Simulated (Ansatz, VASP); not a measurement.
# Be2Al: VASP beside Ansatz

```xyz
3
Lattice="-1.5761 1.5761 3.5017 1.5761 -1.5761 3.5017 1.5761 1.5761 -3.5017" Properties=species:S:1:pos:R:3 pbc="T T T"
Be    0.0000    0.0000    4.6636
Be    0.0000    0.0000    2.3398
Al    0.0000    0.0000    0.0000
```

Alike in both runs: functional PBE; k mesh 8 × 8 × 8; occupations gaussian, width 0.1 eV; no spin polarisation.

Ansatz relaxed the structure, and its values are those at the end. VASP's run is a single point on that final structure, the one shown.

|  | VASP | Ansatz |
| --- | --- | --- |
| version | VASP 6.6.1 | Ansatz 0.2.0 |
| potentials or method | VASP PAW PBE potentials, release 64 (Be, Al), cutoff 520 eV | scalar-relativistic, plane waves, PAW |
| valence electrons in the cell | 7 | 7 |

Ansatz gave:

- gap on the k mesh at the Fermi level (eV): none
- pressure (GPa): 0.2
- rms of the force components (eV/Å): 0.003

**Question.** Which values does VASP return?

**Answer.** gap on the k mesh at the Fermi level (eV): none; pressure (GPa): 0.3; rms of the force components (eV/Å): 0.003.

A gap of «none» marks a metal or a gap that the smearing closes.
